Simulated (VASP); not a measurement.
A run of VASP 6.6.1 is set up as follows.

Contents of POSCAR:

```
SnTe
1.0
    0.0000000000      3.5839840079      3.5839840079
    3.5839840079      0.0000000000      3.5839840079
    3.5839840079      3.5839840079      0.0000000000
Sn Te
1 1
Direct
    0.0000000000      0.0000000000      0.0000000000
    0.2500000000      0.2500000000      0.2500000000
```

INCAR.step1

```
SYSTEM = SnTe
PREC = Accurate
ENCUT = 550
ISMEAR = -1
SIGMA = 0.02
LREAL = .False.
LASPH = .True.
NELM = 120
NBANDS = 17
GGA = PE
ALGO = Normal
EDIFF = 1E-5
LWAVE = .True.
LCHARG = .False.
GGA_COMPAT = .False.
```

File INCAR.step2:

```
SYSTEM = SnTe
PREC = Accurate
ENCUT = 550
EDIFF = 1E-6
ISMEAR = -1
SIGMA = 0.02
LREAL = .False.
LASPH = .True.
NELM = 120
ALGO = Normal
ISIF = 2
LWAVE = .False.
LCHARG = .False.
METAGGA = R2SCAN
LMIXTAU = .True.
NBANDS = 17
ISTART = 1
GGA_COMPAT = .False.
```

The input KPOINTS:

```
regular mesh
0
Gamma
  6 6 6
  0 0 0
```

Potentials or basis: VASP PAW PBE potentials, release 64 (Sn_d, Te).

Command:

```console
$ cat potpaw_PBE.64/Sn_d/POTCAR potpaw_PBE.64/Te/POTCAR > POTCAR
$ cp INCAR.step1 INCAR
$ mpirun -np 1 vasp_std > vasp.out
$ cp INCAR.step2 INCAR
$ mpirun -np 1 vasp_std > vasp.out
```

(1) Estimate the pressure.

(2) What does it give for the band gap on the k mesh?

Results:

(1) 0.0 GPa.

(2) 0.30 eV, indirect (least direct gap 0.87 eV).

Caveat: the PAW data sets were made with another functional, which shifts forces and pressure a little; spin-orbit coupling is left out, which moves the levels of the heavy elements.
